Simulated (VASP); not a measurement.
# CdS (Hawleyite) (F-43m) in VASP: elastic constants with LDA

Aim: the elastic constants of CdS (Hawleyite) with LDA.

All numbers are computed with VASP 6.6.1; they aren't measurements. Logs are shortened: lines on timing, memory, paths and dates and some standing lists are left out, and cuts for length are marked.

## (1) The cell of the first run

The structure is cubic, space group F-43m (No. 216). The conventional cell has a = 5.757 Å, b = 5.757 Å, c = 5.757 Å, α = 90.00°, β = 90.00°, γ = 90.00°. Cd (site symmetry -43m) has 4 S at 2.49 Å within 3.3 Å. Within 3.3 Å of S (site symmetry -43m) lie 4 Cd at 2.49 Å.

## (2) Elastic constants, LDA

The input, INCAR:

```
PREC = Accurate
ENCUT = 600
EDIFF = 1E-8
ISMEAR = 0
SIGMA = 0.01
LREAL = False
LASPH = True
NELM = 80
ALGO = Normal
ISIF = 3
LWAVE = False
LCHARG = False
NBANDS = 16
IBRION = 6
NFREE = 2
POTIM = 0.015
NSW = 1
```

The input, KPOINTS:

```
Automatic mesh
0
Gamma
  8 8 8
```

The input, POSCAR:

```
CdS
1.0
    2.8782623155      2.8782623155      0.0000000000
   -2.8782623155      2.8782623155      0.0000000000
    0.0000000000      2.8782623155      2.8782623155
Cd S
1 1
Direct
    0.0000000000      0.0000000000      0.0000000000
    0.7500000000      0.2500000000      0.5000000000
```

Potentials or basis: VASP PAW LDA potentials, release 64 (Cd, S).

On the command line:

```sh
$ cat potpaw_LDA.64/Cd/POTCAR potpaw_LDA.64/S/POTCAR > POTCAR
$ mpirun -np 1 vasp_std > vasp.out
```

OUTCAR:

```text
PREC = Accurate
   ENCUT = 600
   EDIFF = 1E-8
   ISMEAR = 0
   LREAL = False
   LASPH = True
   NELM = 80
   ISIF = 3
   IBRION = 6
   NFREE = 2
   POTIM = 0.015
   NSW = 1

 ion  position               nearest neighbor table
   1  0.000  0.000  0.000-   2 2.49   2 2.49   2 2.49   2 2.49
   2  0.750  0.250  0.500-   1 2.49   1 2.49   1 2.49   1 2.49

  LATTYP: Found a face centered cubic cell.
 ALAT       =     5.7565246310

  Lattice vectors:

 A1 = (   0.0000000000,   2.8782623155,   2.8782623155)
 A2 = (   2.8782623155,   0.0000000000,   2.8782623155)
 A3 = (   2.8782623155,   2.8782623155,   0.0000000000)

Analysis of symmetry for initial positions (statically):
=====================================================================
 Subroutine PRICEL returns:
 Original cell was already a primitive cell.

 Routine SETGRP: Setting up the symmetry group for a
 face centered cubic supercell.

 Subroutine GETGRP returns: Found 24 space group operations
 (whereof 24 operations were pure point group operations)
 out of a pool of 48 trial point group operations.

The static configuration has the point symmetry T_d .

Analysis of symmetry for dynamics (positions and initial velocities):
=====================================================================
 Subroutine PRICEL returns:
 Original cell was already a primitive cell.

 Routine SETGRP: Setting up the symmetry group for a
 face centered cubic supercell.

 Subroutine GETGRP returns: Found 24 space group operations
 (whereof 24 operations were pure point group operations)
 out of a pool of 48 trial point group operations.

The dynamic configuration has the point symmetry T_d .

 Subroutine INISYM returns: Found 24 space group operations
 (whereof 24 operations are pure point group operations),
 and found     1 'primitive' translations

----------------------------------------------------------------------------------------

                                     Primitive cell

  volume of cell :      47.6893

  direct lattice vectors                    reciprocal lattice vectors
     2.878262315  2.878262315  0.000000000     0.173715925  0.173715925 -0.173715925
    -2.878262315  2.878262315  0.000000000    -0.173715925  0.173715925 -0.173715925
     0.000000000  2.878262315  2.878262315     0.000000000  0.000000000  0.347431850

  length of vectors
     4.070477603  4.070477603  4.070477603     0.300884808  0.300884808  0.347431850

  position of ions in fractional coordinates (direct lattice)
     0.000000000  0.000000000  0.000000000
     0.750000000  0.250000000  0.500000000

  ion indices of the primitive-cell ions
   primitive index   ion index
                 1           1
                 2           2

----------------------------------------------------------------------------------------

 KPOINTS: Automatic mesh

Automatic generation of k-mesh.
 Grid dimensions read from file:
 generate k-points for:    8    8    8

 Generating k-lattice:

  Cartesian coordinates                     Fractional coordinates (reciprocal lattice)
     0.021714491  0.021714491 -0.021714491     0.125000000  0.000000000  0.000000000
    -0.021714491  0.021714491 -0.021714491     0.000000000  0.125000000  0.000000000
     0.000000000  0.000000000  0.043428981     0.000000000  0.000000000  0.125000000

  Length of vectors
     0.037610601  0.037610601  0.043428981

  Shift w.r.t. Gamma in fractional coordinates (k-lattice)
     0.000000000  0.000000000  0.000000000

 Subroutine IBZKPT returns following result:
 ===========================================

 Found     29 irreducible k-points:

 Following reciprocal coordinates:
            Coordinates               Weight
  0.000000  0.000000  0.000000      1.000000
  0.125000  0.000000  0.000000      8.000000
  0.250000  0.000000  0.000000      8.000000
  0.375000  0.000000  0.000000      8.000000
  0.500000  0.000000  0.000000      4.000000
  0.125000  0.125000  0.000000     12.000000
[... 16 lines left out ...]
  0.375000  0.250000  0.125000     48.000000
  0.500000  0.250000  0.125000     24.000000
 [... further k-points ...]
[... 26 lines left out ...]
   POTIM  = 0.0150    time-step for ionic-motion
   TEBEG  =    0.0;   TEEND  =   0.0 temperature during run
   PSTRESS=    0.0 pullay stress
   NELECT =      18.0000    total number of electrons
   NUPDOWN=      -1.0000    fix difference up-down
   EMIN   =  10.00;   EMAX   =-10.00  energy-range for DOS
   EFERMI =   0.00;   METHOD = LEGACY
   ISMEAR =     0;   SIGMA  =   0.01  broadening in eV -4-tet -1-fermi 0-gaus
   EFERMI_NEDOS =   21; number of points for ismear=-14 and -15
   IALGO  =     38    algorithm
   IMIX   =      4    mixing-type and parameters
     AMIX     =   0.40;   BMIX     =  1.00
     AMIX_MAG =   1.60;   BMIX_MAG =  1.00
  volume/ion in A,a.u.               =      23.84       160.91
  Fermi-wavevector in a.u.,A,eV,Ry     =   1.183110  2.235755 19.044760  1.399750
  Thomas-Fermi vector in A             =   2.319351
   LORBIT       =      0    0 simple, 1 ext, 2 COOP (PROOUT), +10 PAW based schemes
   GGA     = CA    functional components
   LHFCALC =     F    Hartree Fock is set to
   AEXX    =    0.0000 exact exchange contribution
   IVDW    =     0    specifies the selected vdW correction
   LEPSILON=     F    determine dielectric tensor
   LRPA    =     F    only Hartree local field effects (RPA)
 finite differences with symmetry
 non-spin polarized calculation
 Gauss-broadening in eV      SIGMA  =   0.01
  energy-cutoff  :      600.00
  volume of cell :       47.69
 maximum number of plane-waves:      1639
 NGX is ok and might be reduce to    36
   NGX = 17   NGY = 17   NGZ = 17

--------------------------------------- Ionic step        1  -------------------------------------------

 number of electron      18.0000001 magnetization

 Free energy of the ion-electron system (eV)
  ---------------------------------------------------
  ext. energy  EPLUGINS =         0.00000000
  ---------------------------------------------------
  free energy    TOTEN  =        -7.40660922 eV

  energy without entropy =       -7.40660922  energy(sigma->0) =       -7.40660922

------------------------ aborting loop because EDIFF is reached ----------------------------------------

  FORCE on cell =-STRESS in cart. coord.  units (eV):
  Direction    XX          YY          ZZ          XY          YZ          ZX
  --------------------------------------------------------------------------------------
  -------------------------------------------------------------------------------------
  Total        0.1551445      0.1551445      0.1551445      0.0000000      0.0000000     -0.0000000
  in kB        5.2122558      5.2122558      5.2122558      0.0000000      0.0000000     -0.0000000
  external PRESSURE =       5.2122558 kB  Pullay stress =       0.0000000 kB
[... 89 lines left out ...]
  FREE ENERGIE OF THE ION-ELECTRON SYSTEM (eV)
  ---------------------------------------------------
  free  energy   TOTEN  =        -7.4014648225 eV

  energy  without entropy=       -7.4014648225  energy(sigma->0) =       -7.40146482

[... ionic steps 4 to 14 ...]

--------------------------------------- Ionic step       15  -------------------------------------------

 number of electron      18.0000000 magnetization

------------------------ aborting loop because EDIFF is reached ----------------------------------------
[... 67 lines left out ...]
--------------------------------------- Ionic step       17  -------------------------------------------

 number of electron      18.0000002 magnetization

 Free energy of the ion-electron system (eV)
  ---------------------------------------------------
  ext. energy  EPLUGINS =         0.00000000
  ---------------------------------------------------
  free energy    TOTEN  =        -7.40597144 eV

  energy without entropy =       -7.40597144  energy(sigma->0) =       -7.40597144

 E-fermi :   1.6001     XC(G=0):  -9.7670

 val. band max:        1.4867924491   @ k =   0.0000   0.0000   0.0000
 cond. band min:       2.4608583544   @ k =   0.0000   0.0000   0.0000
 fundamental gap:      0.9740659053
 Fermi energy:         1.6001084766

 k-point     1 :       0.0000    0.0000    0.0000
  band No.  band energies     occupation
      1     -11.1278      2.00000
      2      -6.4678      2.00000
      3      -6.4554      2.00000
      4      -6.4432      2.00000
      5      -5.9150      2.00000
      6      -5.9148      2.00000
[... 433 lines left out ...]
      3      -6.2223      2.00000
      4      -5.9508      2.00000
      5      -5.8862      2.00000
      6      -5.3636      2.00000
[... 8 lines left out ...]
     15      13.7076      0.00000
     16      14.7017      0.00000

 [... further k-points ...]
[... 5 lines left out ...]
  --------------------------------------------------------------------------------------
  -------------------------------------------------------------------------------------
  Total        0.1547962      0.1572934      0.1572934      0.0000000     -0.1141660     -0.0000000
  in kB        5.2005560      5.2844534      5.2844534      0.0000000     -3.8355364     -0.0000000
  external PRESSURE =       5.2564876 kB  Pullay stress =       0.0000000 kB
[... 17 lines left out ...]
  FREE ENERGIE OF THE ION-ELECTRON SYSTEM (eV)
  ---------------------------------------------------
  free  energy   TOTEN  =        -7.4059714358 eV

  energy  without entropy=       -7.4059714358  energy(sigma->0) =       -7.40597144

 INTERNAL STRAIN TENSORS FROM STRAINED CELLS
 ============================================

 INTERNAL STRAIN TENSOR FOR ION    1 for displacements in x,y,z  (eV/Angst):
          X           Y           Z          XY          YZ          ZX
  --------------------------------------------------------------------------------
  x     0.00000     0.00000    -0.00000     0.00000    -7.60663     0.00000
  y     0.00000     0.00000     0.00000    -0.00000    -0.00000    -7.60670
  z    -0.00000    -0.00000     0.00000    -7.60674     0.00000     0.00000

 INTERNAL STRAIN TENSORS FROM DISPLACED ATOMS
 ============================================

 INTERNAL STRAIN TENSOR FOR ION    1 for displacements in x,y,z  (eV/Angst):
          X           Y           Z          XY          YZ          ZX
  --------------------------------------------------------------------------------
  x     0.00000     0.00000     0.00000     0.00000    -7.60595     0.00000
  y     0.00000    -0.00000     0.00000     0.00000     0.00000    -7.60595
  z     0.00000     0.00000     0.00000    -7.60595     0.00000     0.00000

 INTERNAL STRAIN TENSOR FOR ION    2 for displacements in x,y,z  (eV/Angst):
          X           Y           Z          XY          YZ          ZX
  --------------------------------------------------------------------------------
  x     0.00000     0.00000     0.00000    -0.00000     7.60396    -0.00000
  y     0.00000     0.00000     0.00000    -0.00000    -0.00000     7.60396
  z     0.00000     0.00000     0.00000     7.60396    -0.00000     0.00000

 Eigenvectors and eigenvalues of the dynamical matrix
 ----------------------------------------------------

   1 f  =    7.454843 THz    46.840160 2PiTHz  248.666798 cm-1    30.830740 meV
             X         Y         Z           dx          dy          dz
      0.000000  0.000000  0.000000     0.000000    0.471357    0.000000
      1.439131  4.317393  1.439131     0.000000   -0.881942    0.000000
[... 21 lines left out ...]
   6 f/i=    0.002084 THz     0.013096 2PiTHz    0.069525 cm-1     0.008620 meV
             X         Y         Z           dx          dy          dz
      0.000000  0.000000  0.000000     0.000000   -0.881942    0.000000
      1.439131  4.317393  1.439131     0.000000   -0.471357    0.000000

--------------------------------------------------------------------------------------------------------

 ELASTIC MODULI CONTR FROM IONIC RELAXATION (kBar)
 Direction    XX          YY          ZZ          XY          YZ          ZX
 --------------------------------------------------------------------------------
 XX          -0.0000      0.0000      0.0000     -0.0000      0.0000     -0.0000
 YY           0.0000     -0.0000      0.0000      0.0000      0.0000     -0.0000
 ZZ           0.0000      0.0000     -0.0000      0.0000     -0.0000      0.0000
 XY          -0.0000      0.0000      0.0000   -342.3652      0.0000      0.0000
 YZ           0.0000      0.0000     -0.0000      0.0000   -342.3652      0.0000
 ZX          -0.0000     -0.0000      0.0000      0.0000      0.0000   -342.3652
 --------------------------------------------------------------------------------

 TOTAL ELASTIC MODULI (kBar)
 Direction    XX          YY          ZZ          XY          YZ          ZX
 --------------------------------------------------------------------------------
 XX         829.0528    632.2669    632.2669     -0.0000     -0.0000      0.0000
 YY         632.2669    829.0528    632.2669     -0.0000     -0.0000      0.0000
 ZZ         632.2669    632.2669    829.0528     -0.0000     -0.0000      0.0000
 XY          -0.0000     -0.0000     -0.0000    272.1166      0.0000      0.0000
 YZ          -0.0000     -0.0000     -0.0000      0.0000    272.1166      0.0000
 ZX           0.0000      0.0000      0.0000      0.0000      0.0000    272.1166
 --------------------------------------------------------------------------------
```

It took 14 min on 1 thread of Intel Xeon Platinum 8488C (Sapphire Rapids), shared host; peak memory 0.35 GiB.

What came out:

| Quantity | Value |
| --- | --- |
| Elastic constants C11, C12, C44 | 83, 63, 27 GPa |
| Voigt bulk modulus | 70 GPa |
| Highest phonon frequency at Γ, LO-TO splitting left out | 249 cm⁻¹ |

Phonon frequencies in cm⁻¹ (negative: imaginary):
```
              q point        frequencies
(0.000, 0.000, 0.000)  0 0 0 249 249 249
```

Elastic tensor in Voigt notation (GPa, in the Cartesian axes of the cell as first typed):
```
83 63 63  0  0  0
63 83 63  0  0  0
63 63 83  0  0  0
 0  0  0 27  0  0
 0  0  0  0 27  0
 0  0  0  0  0 27
```

Clamped-ion elastic tensor (GPa):
```
83 63 63  0  0  0
63 83 63  0  0  0
63 63 83  0  0  0
 0  0  0 61  0  0
 0  0  0  0 61  0
 0  0  0  0  0 61
```
